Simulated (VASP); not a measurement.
Write the native input for VASP 6.6.1 that does the following.

* Task: single point
* Functional: PBE
* Potentials or basis: VASP PAW PBE potentials, release 64 (Nd, Be, F)
* Cutoff: 600 eV
* k mesh: 12 × 12 × 8
* Occupations: gaussian, width 0.1 eV
* Spin: no spin polarisation
* Dipole correction: no
* Further INCAR settings: ALGO = Normal; EDIFF = 1e-06; NBANDS = 23

The structure of NdBeF2 lies in POSCAR:

```
NdBeF2
1.0
    4.1808443051      0.0000000000      0.0000000000
   -2.0904221525      3.6207173775      0.0000000000
    0.0000000000      0.0000000000      6.1917686178
Nd Be F
1 1 2
Direct
    0.0000000000      0.0000000000      0.0000000000
    0.0000000000      0.0000000000      0.5000000000
    0.3333333333      0.6666666667      0.0000000000
    0.6666666667      0.3333333333      0.0000000000
```

The cell was generated, and may not be a known phase.

One way to write it, as run:

INCAR

```
PREC     = Accurate       # precision mode
ENCUT    = 600            # plane-wave cutoff, eV
EDIFF    = 1E-6           # SCF threshold, eV
ISMEAR   = 0              # smearing method
SIGMA    = 0.1            # smearing width, eV
LREAL    = False          # projectors in reciprocal space
LASPH    = True           # aspherical terms in the spheres
NELM     = 200            # most SCF steps
ALGO     = Normal         # electronic algorithm
ISIF     = 2              # what is computed and relaxed
LWAVE    = False          # write WAVECAR
LCHARG   = False          # write CHGCAR
GGA      = PE             # functional
NBANDS   = 23             # bands
GGA_COMPAT= False        
LMAXMIX  = 6              # l up to which the mixer works
```

KPOINTS

```
regular mesh
0
Gamma
  12 12 8
```

Potentials or basis: VASP PAW PBE potentials, release 64 (Nd, Be, F).

Launch:

```sh
$ cat potpaw_PBE.64/Nd/POTCAR potpaw_PBE.64/Be/POTCAR potpaw_PBE.64/F/POTCAR > POTCAR
$ mpirun -np 1 vasp_std > vasp.out
```

It gave:

| Property | Result |
| --- | --- |
| Pressure | -0.6 GPa |
| Band gap on the k mesh | zero (bands 15 and 16 overlap by 0.06 eV) |

Caveat: spin-orbit coupling is left out, which moves the levels of the heavy elements; the run has no spin polarisation, though such a crystal can be magnetic; semilocal functionals describe open f shells poorly, which spoils levels, moments and volumes.

Wall time 5.2 min on 1 thread of Intel(R) Xeon(R) Platinum 8488C (Sapphire Rapids) (shared host), peak memory 0.44 GiB.
